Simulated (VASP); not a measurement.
# Fe (P6_3/mmc) in VASP: single point with PBE

Aim: the single point of Fe with PBE.

Everything below comes from runs of VASP 6.6.1. Logs are shortened: lines on timing, memory, paths and dates and some standing lists are left out, and cuts for length are marked.

**1. The cell of the first run**

Symmetry: P6_3/mmc, No. 194, hexagonal system. The conventional cell has a = 2.524 Å, b = 2.524 Å, c = 4.374 Å, α = 90.00°, β = 90.00°, γ = 120.00°. Fe (site symmetry -6m2) has 12 Fe at 2.52 to 2.63 Å within 3.3 Å.

This isn't the form of Fe at room conditions, which is bcc.

**2. Single point, PBE, collinear spin, ferromagnetic start**

INCAR reads:

```
ALGO = Normal ; EDIFF = 1E-6
ENCUT = 520 ; GGA = PE
ISIF = 2 ; ISMEAR = 0
ISPIN = 2 ; LASPH = T
LCHARG = F ; LMAXMIX = 4
LORBIT = 11 ; LREAL = F
LWAVE = F ; MAGMOM = 2.79 2.79
NBANDS = 19 ; NELM = 150
PREC = Accurate ; SIGMA = 0.1
```

KPOINTS reads:

```
k-points
0
Gamma
  18 18 10
```

POSCAR reads:

```
Fe
1.0
    2.5243883696      0.0000000000      0.0000000000
   -1.2621941848      2.1861844571      0.0000000000
    0.0000000000      0.0000000000      4.3739149020
Fe
2
Direct
    0.6666666667      0.3333333333      0.2500000000
    0.3333333333      0.6666666667      0.7500000000
```

Potentials or basis: VASP PAW PBE potentials, release 64 (Fe).

On the command line:

```console
$ cat potpaw_PBE.64/Fe/POTCAR > POTCAR
$ mpirun -np 1 vasp_std > vasp.out
```

OUTCAR:

```text
EDIFF = 1E-6
   ENCUT = 520
   GGA = PE
   ISIF = 2
   ISMEAR = 0
   ISPIN = 2
   LASPH = T
   LORBIT = 11
   LREAL = F
   NELM = 150
   PREC = Accurate

 ion  position               nearest neighbor table
   1  0.667  0.333  0.250-   2 2.63   2 2.63   2 2.63   2 2.63   2 2.63   2 2.63
   2  0.333  0.667  0.750-   1 2.63   1 2.63   1 2.63   1 2.63   1 2.63   1 2.63

  LATTYP: Found a hexagonal cell.
 ALAT       =     2.5243883696
 C/A-ratio  =     1.7326632283

  Lattice vectors:

 A1 = (   2.5243883696,   0.0000000000,   0.0000000000)
 A2 = (  -1.2621941848,   2.1861844571,   0.0000000000)
 A3 = (   0.0000000000,   0.0000000000,   4.3739149020)

Analysis of symmetry for initial positions (statically):
=====================================================================
 Subroutine PRICEL returns:
 Original cell was already a primitive cell.

 Routine SETGRP: Setting up the symmetry group for a
 hexagonal supercell.

 Subroutine GETGRP returns: Found 24 space group operations
 (whereof 12 operations were pure point group operations)
 out of a pool of 24 trial point group operations.

The static configuration has the point symmetry D_3d.
 The point group associated with its full space group is D_6h.

Analysis of symmetry for dynamics (positions and initial velocities):
=====================================================================
 Subroutine PRICEL returns:
 Original cell was already a primitive cell.

 Routine SETGRP: Setting up the symmetry group for a
 hexagonal supercell.

 Subroutine GETGRP returns: Found 24 space group operations
 (whereof 12 operations were pure point group operations)
 out of a pool of 24 trial point group operations.

The dynamic configuration has the point symmetry D_3d.
 The point group associated with its full space group is D_6h.

Analysis of structural, dynamic, and magnetic symmetry:
=====================================================================
 Subroutine PRICEL returns:
 Original cell was already a primitive cell.

 Routine SETGRP: Setting up the symmetry group for a
 hexagonal supercell.

 Subroutine GETGRP returns: Found 24 space group operations
 (whereof 12 operations were pure point group operations)
 out of a pool of 24 trial point group operations.

The overall configuration has the point symmetry D_3d.
 The point group associated with its full space group is D_6h.

 Subroutine INISYM returns: Found 24 space group operations
 (whereof 12 operations are pure point group operations),
 and found     1 'primitive' translations

----------------------------------------------------------------------------------------

                                     Primitive cell

  volume of cell :      24.1387

  direct lattice vectors                    reciprocal lattice vectors
     2.524388370  0.000000000  0.000000000     0.396135560  0.228708972  0.000000000
    -1.262194185  2.186184457  0.000000000     0.000000000  0.457417944  0.000000000
     0.000000000  0.000000000  4.373914902     0.000000000  0.000000000  0.228628133

  length of vectors
     2.524388370  2.524388370  4.373914902     0.457417944  0.457417944  0.228628133

  position of ions in fractional coordinates (direct lattice)
     0.666666667  0.333333333  0.250000000
     0.333333333  0.666666667  0.750000000

  ion indices of the primitive-cell ions
   primitive index   ion index
                 1           1
                 2           2

----------------------------------------------------------------------------------------

 KPOINTS: k-points

Automatic generation of k-mesh.
 Grid dimensions read from file:
 generate k-points for:   18   18   10

 Generating k-lattice:

  Cartesian coordinates                     Fractional coordinates (reciprocal lattice)
     0.022007531  0.012706054  0.000000000     0.055555556  0.000000000  0.000000000
     0.000000000  0.025412108  0.000000000     0.000000000  0.055555556  0.000000000
     0.000000000  0.000000000  0.022862813     0.000000000  0.000000000  0.100000000

  Length of vectors
     0.025412108  0.025412108  0.022862813

  Shift w.r.t. Gamma in fractional coordinates (k-lattice)
     0.000000000  0.000000000  0.000000000

 Subroutine IBZKPT returns following result:
 ===========================================

 Found    222 irreducible k-points:

 Following reciprocal coordinates:
            Coordinates               Weight
  0.000000  0.000000  0.000000      1.000000
  0.055556 -0.000000  0.000000      6.000000
  0.111111 -0.000000  0.000000      6.000000
  0.166667  0.000000  0.000000      6.000000
  0.222222  0.000000  0.000000      6.000000
  0.277778 -0.000000  0.000000      6.000000
[... 16 lines left out ...]
  0.333333  0.111111  0.000000     12.000000
  0.388889  0.111111  0.000000     12.000000
 [... further k-points ...]
   k-points           NKPTS =    222   k-points in BZ     NKDIM =    222   number of bands    NBANDS=     19
   number of dos      NEDOS =    301   number of ions     NIONS =      2
   total plane-waves  NPLWV =  14400
   dimension x,y,z NGX =    20 NGY =   20 NGZ =   36
   dimension x,y,z NGXF=    40 NGYF=   40 NGZF=   72
   ions per type =               2
   NGX,Y,Z   is equivalent  to a cutoff of  13.17, 13.17, 13.68 a.u.
   NGXF,Y,Z  is equivalent  to a cutoff of  26.34, 26.34, 27.37 a.u.
 SYSTEM =  unknown system
   PREC   = accura    normal or accurate (medium, high low for compatibility)
   ISTART =      0    job   : 0-new  1-cont  2-samecut
   ICHARG =      2    charge: 1-file 2-atom 10-const
   ISPIN  =      2    spin polarized calculation?
   LNONCOLLINEAR =      F non collinear calculations
   LSORBIT =      F    spin-orbit coupling
   LASPH  =      T    aspherical Exc in radial PAW
   ENCUT  =  520.0 eV  38.22 Ry    6.18 a.u.   4.69  4.69  8.13*2*pi/ulx,y,z
   NELM   =    150;   NELMIN=  2; NELMDL= -5     # of ELM steps
   EDIFF  = 0.1E-05   stopping-criterion for ELM
   LREAL  =      F    real-space projection
   EDIFFG = 0.1E-04   stopping-criterion for IOM
   NSW    =      0    number of steps for IOM
   IBRION =     -1    ionic relax: 0-MD 1-quasi-New 2-CG
   NFREE  =      0    steps in history (QN), initial steepest desc. (CG)
   ISIF   =      2    stress and relaxation
   ISYM   =      2    0-nonsym 1-usesym 2-fastsym
   POTIM  = 0.5000    time-step for ionic-motion
   TEBEG  =    0.0;   TEEND  =   0.0 temperature during run
   PSTRESS=    0.0 pullay stress
   NELECT =      16.0000    total number of electrons
   NUPDOWN=      -1.0000    fix difference up-down
   EMIN   =  10.00;   EMAX   =-10.00  energy-range for DOS
   EFERMI =   0.00;   METHOD = LEGACY
   ISMEAR =     0;   SIGMA  =   0.10  broadening in eV -4-tet -1-fermi 0-gaus
   EFERMI_NEDOS =   21; number of points for ismear=-14 and -15
   IALGO  =     38    algorithm
   IMIX   =      4    mixing-type and parameters
     AMIX     =   0.40;   BMIX     =  1.00
     AMIX_MAG =   1.60;   BMIX_MAG =  1.00
  volume/ion in A,a.u.               =      12.07        81.45
  Fermi-wavevector in a.u.,A,eV,Ry     =   1.427394  2.697383 27.721221  2.037452
  Thomas-Fermi vector in A             =   2.547568
   LORBIT       =     11    0 simple, 1 ext, 2 COOP (PROOUT), +10 PAW based schemes
   GGA     = PE    functional components
   LHFCALC =     F    Hartree Fock is set to
   AEXX    =    0.0000 exact exchange contribution
   IVDW    =     0    specifies the selected vdW correction
   LEPSILON=     F    determine dielectric tensor
   LRPA    =     F    only Hartree local field effects (RPA)
 spin polarized calculation
 Gauss-broadening in eV      SIGMA  =   0.10
  energy-cutoff  :      520.00
  volume of cell :       24.14
 maximum number of plane-waves:       665
 NGX is ok and might be reduce to    20
   NGX =  9   NGY =  9   NGZ = 17

 number of electron      15.9999998 magnetization       5.1749895

 Free energy of the ion-electron system (eV)
  ---------------------------------------------------
  ext. energy  EPLUGINS =         0.00000000
  ---------------------------------------------------
  free energy    TOTEN  =       -16.09855974 eV

  energy without entropy =      -16.08526309  energy(sigma->0) =      -16.09191142

 E-fermi :   5.4562     XC(G=0): -12.7545

 val. band max:        5.4560076833   @ k =   0.4444   0.0000   0.1000
 cond. band min:       5.4569159024   @ k =   0.2222   0.1111   0.2000
 fundamental gap:      0.0009082191
 Fermi energy:         5.4562055730

 spin component 1

 k-point     1 :       0.0000    0.0000    0.0000
  band No.  band energies     occupation
      1      -2.9161      1.00000
      2       0.5939      1.00000
      3       2.8546      1.00000
      4       3.1119      1.00000
      5       3.1119      1.00000
      6       3.3476      1.00000
[... 11 lines left out ...]
     18      29.8266      0.00000
     19      30.9058      0.00000
[... 485 lines left out ...]
 k-point    24 :       0.3889    0.1111    0.0000
  band No.  band energies     occupation
      1       1.1085      1.00000
      2       1.2491      1.00000
      3       1.2593      1.00000
      4       2.8467      1.00000
      5       2.9701      1.00000
      6       3.0392      1.00000
[... 11 lines left out ...]
     18      24.6290      0.00000
     19      26.6873      0.00000

 [... further k-points ...]

 spin component 2

 k-point     1 :       0.0000    0.0000    0.0000
  band No.  band energies     occupation
      1      -2.6292      1.00000
      2       1.8534      1.00000
      3       4.8995      1.00000
      4       4.9710      1.00000
      5       5.5402      0.11744
      6       5.5402      0.11743
[... 11 lines left out ...]
     18      30.6951      0.00000
     19      31.6003      0.00000
[... 485 lines left out ...]
 k-point    24 :       0.3889    0.1111    0.0000
  band No.  band energies     occupation
      1       2.3775      1.00000
      2       3.0361      1.00000
      3       3.2483      1.00000
      4       4.2329      1.00000
      5       5.2651      0.99656
      6       5.5158      0.19975
[... 11 lines left out ...]
     18      24.9301      0.00000
     19      27.4508      0.00000

 [... further k-points ...]

------------------------ aborting loop because EDIFF is reached ----------------------------------------

  FORCE on cell =-STRESS in cart. coord.  units (eV):
  Direction    XX          YY          ZZ          XY          YZ          ZX
  --------------------------------------------------------------------------------------
  -------------------------------------------------------------------------------------
  Total       -0.0254769     -0.0254769     -0.0050158     -0.0000000      0.0000000      0.0000000
  in kB       -1.6910024     -1.6910024     -0.3329195     -0.0000000      0.0000000      0.0000000
  external PRESSURE =      -1.2383081 kB  Pullay stress =       0.0000000 kB

 VOLUME and BASIS-vectors are now :
 -----------------------------------------------------------------------------
  energy-cutoff  :      520.00
  volume of cell :       24.14
      direct lattice vectors                 reciprocal lattice vectors
     2.524388370  0.000000000  0.000000000     0.396135560  0.228708972  0.000000000
    -1.262194185  2.186184457  0.000000000     0.000000000  0.457417944  0.000000000
     0.000000000  0.000000000  4.373914902     0.000000000  0.000000000  0.228628133

 POSITION                                       TOTAL-FORCE (eV/Angst)
 -----------------------------------------------------------------------------------
      1.26219      0.72873      1.09348         0.000000     -0.000000      0.000000
     -0.00000      1.45746      3.28044        -0.000000      0.000000      0.000000
 -----------------------------------------------------------------------------------
    total drift:                               -0.000000      0.000000     -0.000000

  FREE ENERGIE OF THE ION-ELECTRON SYSTEM (eV)
  ---------------------------------------------------
  free  energy   TOTEN  =       -16.0985597445 eV

  energy  without entropy=      -16.0852630878  energy(sigma->0) =      -16.09191142

 total charge

# of ion       s       p       d       tot
------------------------------------------
    1        0.473   0.485   6.203   7.162
    2        0.473   0.485   6.203   7.162
--------------------------------------------------
tot          0.947   0.971  12.406  14.323

 magnetization (x)

# of ion       s       p       d       tot
------------------------------------------
    1       -0.015  -0.034   2.624   2.575
    2       -0.015  -0.034   2.624   2.575
--------------------------------------------------
tot         -0.031  -0.068   5.248   5.150
```

Wall time 5.7 min (1 thread of Intel Xeon 8259CL, shared host); peak memory 0.26 GiB.

Results:

* Free energy: -16.0986 eV
* Pressure: -0.1 GPa
* Net moment: 5.17 μB per cell
* Site moments: Fe +2.58 μB
* Valence electrons inside the program's atomic spheres: Fe 7.16

Levels at points of the mesh, in eV from the Fermi level:
Spin up:
```tsv
k point	band 8	band 9	band 10	band 11	band 12	band 13	band 14	band 15
(0.00, 0.00, 0.00)	-1.59	-1.59	-0.75	-0.75	-0.74	5.23	21.48	21.77
(0.50, 0.00, 0.00)	-0.65	-0.31	-0.22	1.54	3.47	8.72	9.33	11.65
(0.00, 0.00, 0.50)	-2.36	-1.03	-1.03	-1.03	-1.03	12.51	12.51	22.10
(0.50, 0.00, 0.50)	-0.80	-0.26	-0.26	1.61	1.61	7.09	7.09	17.19
```
Spin down:
```
           k point  band 1  band 2  band 3  band 4  band 5  band 6  band 7  band 8  band 9  band 10
(0.00, 0.00, 0.00)   -8.09   -3.60   -0.56   -0.49    0.08    0.08    0.38    0.38    1.31     1.31
(0.50, 0.00, 0.00)   -3.04   -2.73   -2.32   -1.02   -0.21    0.04    0.34    2.43    2.45     2.56
(0.00, 0.00, 0.50)   -6.10   -6.10   -0.99   -0.99    0.10    0.10    0.10    0.10    1.94     1.94
(0.50, 0.00, 0.50)   -3.11   -3.11   -1.59   -1.59    0.91    0.91    1.27    1.27    2.52     2.52
```
